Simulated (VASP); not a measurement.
# AlCr2C (P6_3/mmc) in VASP: further runs, part 2 of 2

VASP 6.6.1.

### Step 3. Single point, PBE

This run uses another cell than the first one, of 11.09 Å³/atom, 1.031 times its volume.

INCAR

```
SYSTEM = AlCr2C
ALGO     = Normal         ! electronic algorithm
EDIFF    = 1E-6           ! SCF threshold, eV
ENCUT    = 520            ! plane-wave cutoff, eV
GGA      = PE             ! functional
ISIF     = 2              ! what is computed and relaxed
ISMEAR   = 0              ! smearing method
LASPH    = .True.         ! aspherical terms in the spheres
LCHARG   = .False.        ! write CHGCAR
LREAL    = .False.        ! projectors in reciprocal space
LWAVE    = .False.        ! write WAVECAR
NBANDS   = 41             ! bands
NELM     = 80             ! most SCF steps
PREC     = Accurate       ! precision mode
SIGMA    = 0.1            ! smearing width, eV
```

KPOINTS

```
k-points
0
Gamma
  12 12 4
  0 0 0
```

POSCAR

```
AlCr2C
1.0
    2.8418823629      0.0000000000      0.0000000000
   -1.4209411815      2.4611423209      0.0000000000
    0.0000000000      0.0000000000     12.6896372191
Al Cr C
2 4 2
Direct
    0.6666666667      0.3333333333      0.2500000000
    0.3333333333      0.6666666667      0.7500000000
    0.3333333333      0.6666666667      0.4156980498
    0.6666666667      0.3333333333      0.9156980498
    0.6666666667      0.3333333333      0.5843019502
    0.3333333333      0.6666666667      0.0843019502
    0.0000000000      0.0000000000      0.5000000000
    0.0000000000      0.0000000000      0.0000000000
```

Potentials or basis: VASP PAW PBE potentials, release 64 (Al, Cr_pv, C).

Started as:

```sh
> cat potpaw_PBE.64/Al/POTCAR potpaw_PBE.64/Cr_pv/POTCAR potpaw_PBE.64/C/POTCAR > POTCAR
> mpirun -np 1 vasp_std > vasp.out
```

OUTCAR:

```text
SYSTEM = AlCr2C
   EDIFF = 1E-6
   ENCUT = 520
   GGA = PE
   ISIF = 2
   ISMEAR = 0
   LASPH = .True.
   LREAL = .False.
   NELM = 80
   PREC = Accurate

 ion  position               nearest neighbor table
   1  0.667  0.333  0.250-   3 2.67   6 2.67   3 2.67   6 2.67   3 2.67   6 2.67
   2  0.333  0.667  0.750-   4 2.67   5 2.67   4 2.67   5 2.67   4 2.67   5 2.67
   3  0.333  0.667  0.416-   7 1.96   7 1.96   7 1.96   1 2.67   1 2.67   1 2.67   5 2.70   5 2.70
                             5 2.70
   4  0.667  0.333  0.916-   8 1.96   8 1.96   8 1.96   2 2.67   2 2.67   2 2.67   6 2.70   6 2.70
                             6 2.70
   5  0.667  0.333  0.584-   7 1.96   7 1.96   7 1.96   2 2.67   2 2.67   2 2.67   3 2.70   3 2.70
                             3 2.70
   6  0.333  0.667  0.084-   8 1.96   8 1.96   8 1.96   1 2.67   1 2.67   1 2.67   4 2.70   4 2.70
                             4 2.70
   7  0.000  0.000  0.500-   3 1.96   5 1.96   5 1.96   3 1.96   5 1.96   3 1.96
   8  0.000  0.000  0.000-   4 1.96   6 1.96   4 1.96   6 1.96   4 1.96   6 1.96

  LATTYP: Found a hexagonal cell.
 ALAT       =     2.8418823629
 C/A-ratio  =     4.4652225528

  Lattice vectors:

 A1 = (   2.8418823629,   0.0000000000,   0.0000000000)
 A2 = (  -1.4209411815,   2.4611423209,   0.0000000000)
 A3 = (   0.0000000000,   0.0000000000,  12.6896372191)

Analysis of symmetry for initial positions (statically):
=====================================================================
 Subroutine PRICEL returns:
 Original cell was already a primitive cell.

 Routine SETGRP: Setting up the symmetry group for a
 hexagonal supercell.

 Subroutine GETGRP returns: Found 24 space group operations
 (whereof 12 operations were pure point group operations)
 out of a pool of 24 trial point group operations.

The static configuration has the point symmetry D_3d.
 The point group associated with its full space group is D_6h.

Analysis of symmetry for dynamics (positions and initial velocities):
=====================================================================
 Subroutine PRICEL returns:
 Original cell was already a primitive cell.

 Routine SETGRP: Setting up the symmetry group for a
 hexagonal supercell.

 Subroutine GETGRP returns: Found 24 space group operations
 (whereof 12 operations were pure point group operations)
 out of a pool of 24 trial point group operations.

The dynamic configuration has the point symmetry D_3d.
 The point group associated with its full space group is D_6h.

 Subroutine INISYM returns: Found 24 space group operations
 (whereof 12 operations are pure point group operations),
 and found     1 'primitive' translations

----------------------------------------------------------------------------------------

                                     Primitive cell

  volume of cell :      88.7548

  direct lattice vectors                    reciprocal lattice vectors
     2.841882363  0.000000000  0.000000000     0.351879449  0.203157695  0.000000000
    -1.420941181  2.461142321  0.000000000     0.000000000  0.406315389  0.000000000
     0.000000000  0.000000000 12.689637219     0.000000000  0.000000000  0.078804459

  length of vectors
     2.841882363  2.841882363 12.689637219     0.406315389  0.406315389  0.078804459

  position of ions in fractional coordinates (direct lattice)
[... 71 lines left out ...]
  0.333333 -0.000000  0.250000     12.000000
 [... further k-points ...]
   k-points           NKPTS =     57   k-points in BZ     NKDIM =     57   number of bands    NBANDS=     41
   number of dos      NEDOS =    301   number of ions     NIONS =      8
   total plane-waves  NPLWV =  55296
   dimension x,y,z NGX =    24 NGY =   24 NGZ =   96
   dimension x,y,z NGXF=    48 NGYF=   48 NGZF=  192
   ions per type =               2   4   2
   NGX,Y,Z   is equivalent  to a cutoff of  14.04, 14.04, 12.58 a.u.
   NGXF,Y,Z  is equivalent  to a cutoff of  28.08, 28.08, 25.15 a.u.
 SYSTEM =  AlCr2C
   PREC   = accura    normal or accurate (medium, high low for compatibility)
   ISTART =      0    job   : 0-new  1-cont  2-samecut
   ICHARG =      2    charge: 1-file 2-atom 10-const
   ISPIN  =      1    spin polarized calculation?
   LNONCOLLINEAR =      F non collinear calculations
   LSORBIT =      F    spin-orbit coupling
   LASPH  =      T    aspherical Exc in radial PAW
   ENCUT  =  520.0 eV  38.22 Ry    6.18 a.u.   5.28  5.28 23.59*2*pi/ulx,y,z
   NELM   =     80;   NELMIN=  2; NELMDL= -5     # of ELM steps
   EDIFF  = 0.1E-05   stopping-criterion for ELM
   LREAL  =      F    real-space projection
   EDIFFG = 0.1E-04   stopping-criterion for IOM
   NSW    =      0    number of steps for IOM
   IBRION =     -1    ionic relax: 0-MD 1-quasi-New 2-CG
   NFREE  =      0    steps in history (QN), initial steepest desc. (CG)
   ISIF   =      2    stress and relaxation
   ISYM   =      2    0-nonsym 1-usesym 2-fastsym
   POTIM  = 0.5000    time-step for ionic-motion
   TEBEG  =    0.0;   TEEND  =   0.0 temperature during run
   PSTRESS=    0.0 pullay stress
   NELECT =      62.0000    total number of electrons
   NUPDOWN=      -1.0000    fix difference up-down
   EMIN   =  10.00;   EMAX   =-10.00  energy-range for DOS
   EFERMI =   0.00;   METHOD = LEGACY
   ISMEAR =     0;   SIGMA  =   0.10  broadening in eV -4-tet -1-fermi 0-gaus
   EFERMI_NEDOS =   21; number of points for ismear=-14 and -15
   IALGO  =     38    algorithm
   IMIX   =      4    mixing-type and parameters
     AMIX     =   0.40;   BMIX     =  1.00
     AMIX_MAG =   1.60;   BMIX_MAG =  1.00
  volume/ion in A,a.u.               =      11.09        74.87
  Fermi-wavevector in a.u.,A,eV,Ry     =   1.452584  2.744987 28.708313  2.110002
  Thomas-Fermi vector in A             =   2.569949
   LORBIT       =      0    0 simple, 1 ext, 2 COOP (PROOUT), +10 PAW based schemes
   GGA     = PE    functional components
   LHFCALC =     F    Hartree Fock is set to
   AEXX    =    0.0000 exact exchange contribution
   IVDW    =     0    specifies the selected vdW correction
   LEPSILON=     F    determine dielectric tensor
   LRPA    =     F    only Hartree local field effects (RPA)
 non-spin polarized calculation
 Gauss-broadening in eV      SIGMA  =   0.10
  energy-cutoff  :      520.00
  volume of cell :       88.75
 maximum number of plane-waves:      2406
 NGX is ok and might be reduce to    24
   NGX = 11   NGY = 11   NGZ = 47

 number of electron      61.9999996 magnetization

 Free energy of the ion-electron system (eV)
  ---------------------------------------------------
  ext. energy  EPLUGINS =         0.00000000
  ---------------------------------------------------
  free energy    TOTEN  =       -65.50181658 eV

  energy without entropy =      -65.47020313  energy(sigma->0) =      -65.48600985

 E-fermi :   9.9317     XC(G=0): -12.4579

 val. band max:        9.9209248118   @ k =   0.1667   0.0833   0.2500
 cond. band min:       9.9359978091   @ k =   0.4167   0.0833   0.2500
 fundamental gap:      0.0150729973
 Fermi energy:         9.9317045550

 k-point     1 :       0.0000    0.0000    0.0000
  band No.  band energies     occupation
      1     -33.4616      2.00000
      2     -33.4603      2.00000
      3     -33.2515      2.00000
      4     -33.2515      2.00000
      5     -33.2515      2.00000
      6     -33.2515      2.00000
[... 1045 lines left out ...]
     40      12.8790      0.00000
     41      13.1984      0.00000

 [... further k-points ...]

------------------------ aborting loop because EDIFF is reached ----------------------------------------

  FORCE on cell =-STRESS in cart. coord.  units (eV):
  Direction    XX          YY          ZZ          XY          YZ          ZX
  --------------------------------------------------------------------------------------
  -------------------------------------------------------------------------------------
  Total        0.0814514      0.0814514     -0.0066237     -0.0000000      0.0000000      0.0000000
  in kB        1.4703374      1.4703374     -0.1195686     -0.0000000      0.0000000      0.0000000
  external PRESSURE =       0.9403687 kB  Pullay stress =       0.0000000 kB

 VOLUME and BASIS-vectors are now :
 -----------------------------------------------------------------------------
  energy-cutoff  :      520.00
  volume of cell :       88.75
      direct lattice vectors                 reciprocal lattice vectors
     2.841882363  0.000000000  0.000000000     0.351879449  0.203157695  0.000000000
    -1.420941181  2.461142321  0.000000000     0.000000000  0.406315389  0.000000000
     0.000000000  0.000000000 12.689637219     0.000000000  0.000000000  0.078804459

 POSITION                                       TOTAL-FORCE (eV/Angst)
 -----------------------------------------------------------------------------------
      1.42094      0.82038      3.17241         0.000000     -0.000000     -0.000000
     -0.00000      1.64076      9.51723        -0.000000      0.000000     -0.000000
     -0.00000      1.64076      5.27506        -0.000000     -0.000000     -0.041845
      1.42094      0.82038     11.61988        -0.000000      0.000000     -0.041845
      1.42094      0.82038      7.41458         0.000000     -0.000000      0.041845
     -0.00000      1.64076      1.06976        -0.000000     -0.000000      0.041845
      0.00000      0.00000      6.34482         0.000000     -0.000000     -0.000000
      0.00000      0.00000      0.00000         0.000000     -0.000000     -0.000000
 -----------------------------------------------------------------------------------
    total drift:                                0.000000     -0.000000      0.000000

  FREE ENERGIE OF THE ION-ELECTRON SYSTEM (eV)
  ---------------------------------------------------
  free  energy   TOTEN  =       -65.5018165768 eV

  energy  without entropy=      -65.4702031304  energy(sigma->0) =      -65.48600985
```

Wall time 2 min (1 thread of AMD EPYC 9R45 (Zen 5), shared host); peak memory 0.3 GiB.

Results:

```yaml
Free_energy: -65.5018 eV
Pressure: 0.1 GPa
Largest_force: 0.042 eV/Å
Band_gap_on_the_k_mesh: zero (band 31 reaches 10.35 eV, above the bottom of band 32 at 9.50 eV)
```

Forces on the atoms (eV/Å):
```
Al   0.000  0.000  0.000
Al   0.000  0.000  0.000
Cr   0.000  0.000 -0.042
Cr   0.000  0.000 -0.042
Cr   0.000  0.000  0.042
Cr   0.000  0.000  0.042
C    0.000  0.000  0.000
C    0.000  0.000  0.000
```

### Step 4. Single point, PBE (volume scaled by 1.03, then relaxed in part)

INCAR

```
PREC = Accurate
ENCUT = 520
EDIFF = 1E-6
ISMEAR = 0
SIGMA = 0.1
LREAL = F
LASPH = T
NELM = 100
ALGO = Normal
ISIF = 2
LWAVE = F
LCHARG = F
GGA = PE
NBANDS = 41
```

KPOINTS

```
regular mesh
0
Gamma
  12 12 4
```

POSCAR

```
AlCr2C
1.0
    2.8703095388      0.0000000000      0.0000000000
   -1.4351547694      2.4857609773      0.0000000000
    0.0000000000      0.0000000000     12.8127147047
Al Cr C
2 4 2
Direct
    0.6666666667      0.3333333333      0.2500000000
    0.3333333333      0.6666666667      0.7500000000
    0.3333333333      0.6666666667      0.4168342714
    0.6666666667      0.3333333333      0.9168342714
    0.6666666667      0.3333333333      0.5831657286
    0.3333333333      0.6666666667      0.0831657286
    0.0000000000      0.0000000000      0.5000000000
    0.0000000000      0.0000000000      0.0000000000
```

Started as:

```sh
> cat potpaw_PBE.64/Al/POTCAR potpaw_PBE.64/Cr_pv/POTCAR potpaw_PBE.64/C/POTCAR > POTCAR
> mpirun -np 1 vasp_std > vasp.out
```

Run time: 2.1 min. Hardware: 1 thread of AMD EPYC 9R45 (Zen 5), shared host; peak memory 0.3 GiB.

Results (log left out):

- Free energy: -65.4579 eV
- Pressure: -5.1 GPa
- Largest force: 0.042 eV/Å
- Band gap on the k mesh: zero (band 31 reaches 9.96 eV, above the bottom of band 32 at 9.14 eV)

Forces on the atoms (eV/Å):
```
Al   0.000  0.000  0.000
Al   0.000  0.000  0.000
Cr   0.000  0.000 -0.042
Cr   0.000  0.000 -0.042
Cr   0.000  0.000  0.042
Cr   0.000  0.000  0.042
C    0.000  0.000  0.000
C    0.000  0.000  0.000
```

Stress tensor (GPa, compression positive):
```
-5.04  0.00  0.00
 0.00 -5.04  0.00
 0.00  0.00 -5.15
```

Levels at points of the mesh, in eV from the Fermi level:
```csv
k point,band 27,band 28,band 29,band 30,band 31,band 32,band 33,band 34,band 35,band 36
"(0.00, 0.00, 0.00)",-1.04,-1.04,-1.02,-1.02,-0.21,-0.21,-0.18,-0.18,0.62,0.62
"(0.50, 0.00, 0.00)",-1.93,-1.90,0.13,0.31,0.40,0.41,0.74,0.75,1.15,1.17
"(0.00, 0.00, 0.50)",-1.03,-1.03,-1.03,-1.03,-0.19,-0.19,-0.19,-0.19,0.64,0.64
"(0.50, 0.00, 0.50)",-1.91,-1.91,0.27,0.27,0.36,0.36,0.75,0.75,1.16,1.16
```

Caveat: the cell differs from its parent crystal (volume scaled by 1.03, then relaxed in part). Spin polarisation is off, so any magnetic state and its effect on volume and gap are missing.

### Step 5. Single point, PBE (volume scaled by 1.06, then relaxed in part)

INCAR

```
SYSTEM = AlCr2C
PREC = Accurate
ENCUT = 520
EDIFF = 1E-6
ISMEAR = 0
SIGMA = 0.1
LREAL = .FALSE.
LASPH = .TRUE.
NELM = 80
ALGO = Normal
ISIF = 2
LWAVE = .FALSE.
LCHARG = .FALSE.
GGA = PE
NBANDS = 41
```

KPOINTS

```
Automatic mesh
0
G
  12 12 4
  0 0 0
```

POSCAR

```
AlCr2C
1.0
    2.8974920229      0.0000000000      0.0000000000
   -1.4487460114      2.5093016991      0.0000000000
    0.0000000000      0.0000000000     12.9396570830
Al Cr C
2 4 2
Direct
    0.6666666667      0.3333333333      0.2500000000
    0.3333333333      0.6666666667      0.7500000000
    0.3333333333      0.6666666667      0.4179640701
    0.6666666667      0.3333333333      0.9179640701
    0.6666666667      0.3333333333      0.5820359299
    0.3333333333      0.6666666667      0.0820359299
    0.0000000000      0.0000000000      0.5000000000
    0.0000000000      0.0000000000      0.0000000000
```

Started as:

```sh
> cat potpaw_PBE.64/Al/POTCAR potpaw_PBE.64/Cr_pv/POTCAR potpaw_PBE.64/C/POTCAR > POTCAR
> mpirun -np 1 vasp_std > vasp.out
```

Wall time 2.1 min (1 thread of AMD EPYC 9R45 (Zen 5), shared host); peak memory 0.3 GiB.

Results (log left out):

```yaml
Free_energy: -65.3348 eV
Pressure: -9.5 GPa
Largest_force: 0.039 eV/Å
Band_gap_on_the_k_mesh: zero (band 31 reaches 9.59 eV, above the bottom of band 32 at 8.80 eV)
```

Forces in eV/Å, atoms in the order of the input:
```
Al   0.000  0.000  0.000
Al   0.000  0.000  0.000
Cr   0.000  0.000 -0.039
Cr   0.000  0.000 -0.039
Cr   0.000  0.000  0.039
Cr   0.000  0.000  0.039
C    0.000  0.000  0.000
C    0.000  0.000  0.000
```

Stress tensor (GPa, compression positive):
```
-9.44  0.00  0.00
 0.00 -9.44  0.00
 0.00  0.00 -9.53
```

Levels at points of the mesh, in eV from the Fermi level:
| k point | band 27 | band 28 | band 29 | band 30 | band 31 | band 32 | band 33 | band 34 | band 35 | band 36 |
| --- | --- | --- | --- | --- | --- | --- | --- | --- | --- | --- |
| (0.00, 0.00, 0.00) | -1.03 | -1.02 | -1.02 | -0.95 | -0.20 | -0.20 | -0.18 | -0.18 | 0.62 | 0.62 |
| (0.50, 0.00, 0.00) | -1.88 | -1.85 | 0.12 | 0.32 | 0.37 | 0.41 | 0.67 | 0.69 | 1.10 | 1.12 |
| (0.00, 0.00, 0.50) | -1.03 | -1.03 | -1.02 | -1.02 | -0.19 | -0.19 | -0.19 | -0.19 | 0.64 | 0.64 |
| (0.50, 0.00, 0.50) | -1.86 | -1.86 | 0.25 | 0.25 | 0.36 | 0.36 | 0.68 | 0.68 | 1.11 | 1.11 |

Caveat: the cell differs from its parent crystal (volume scaled by 1.06, then relaxed in part).

### Step 6. The runs side by side

```csv
cell,gap on the mesh (eV),pressure (GPa),largest force (eV/Å)
"a = 2.812, b = 2.812, c = 12.569 Å, angles 90.0, 90.0, 120.0°, 8 atoms",none,6.2,0.05
"a = 2.842, b = 2.842, c = 12.690 Å, angles 90.0, 90.0, 120.0°, 8 atoms",none,0.1,0.04
"a = 2.870, b = 2.870, c = 12.813 Å, angles 90.0, 90.0, 120.0°, 8 atoms",none,-5.1,0.04
"a = 2.897, b = 2.897, c = 12.940 Å, angles 90.0, 90.0, 120.0°, 8 atoms",none,-9.5,0.04
```

Alike in all rows: task single point; level PBE; potentials or basis VASP PAW PBE potentials, release 64 (Al, Cr_pv, C); no spin polarisation; k mesh 12 × 12 × 4; cutoff (eV) 520; smearing gaussian 0.1 eV.

Total energies depend on the potentials used, so only differences within one code and one set of settings carry meaning.
